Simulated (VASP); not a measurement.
HfSi, 8 atoms in the cell. It takes space group Pnma (No. 62, orthorhombic). Conventional cell: a = 6.956 Å, b = 3.821 Å, c = 5.297 Å, α = 90.00°, β = 90.00°, γ = 90.00°. Within 3.9 Å of Hf (site symmetry m) lie 7 Si at 2.74 to 2.92 Å and 10 Hf at 3.38 to 3.82 Å. Within 3.3 Å of Si (site symmetry m) lie 2 Si at 2.49 Å and 7 Hf at 2.74 to 2.92 Å. 

| Property | Result |
| --- | --- |
| Program | VASP 6.6.1 |
| Task | single point |
| Functional | r2SCAN |
| Potentials or basis | VASP PAW PBE potentials, release 64 (Hf_pv, Si) |
| Cutoff | 520 eV |
| k mesh | 5 × 9 × 7 |
| Occupations | fermi-dirac, width 0.1 eV |
| Spin | no spin polarisation |
| Dipole correction | no |
| Further INCAR settings | ALGO = Normal; EDIFF = 1e-06; NBANDS = 38 |

Potentials or basis: VASP PAW PBE potentials, release 64 (Hf_pv, Si).

Launch:

```bash
$ cat potpaw_PBE.64/Hf_pv/POTCAR potpaw_PBE.64/Si/POTCAR > POTCAR
$ cp INCAR.step1 INCAR
$ mpirun -np 1 vasp_std > vasp.out
$ cp INCAR.step2 INCAR
$ mpirun -np 1 vasp_std > vasp.out
```

Hardware: 1 thread of Intel(R) Xeon(R) Platinum 8488C (Sapphire Rapids), on a shared host.

Q: How long does it take, and how much memory?

A: Run time: 12 min on 1 thread of Intel(R) Xeon(R) Platinum 8488C (Sapphire Rapids) (shared host), peak memory 0.41 GiB. Counts: k points 60.
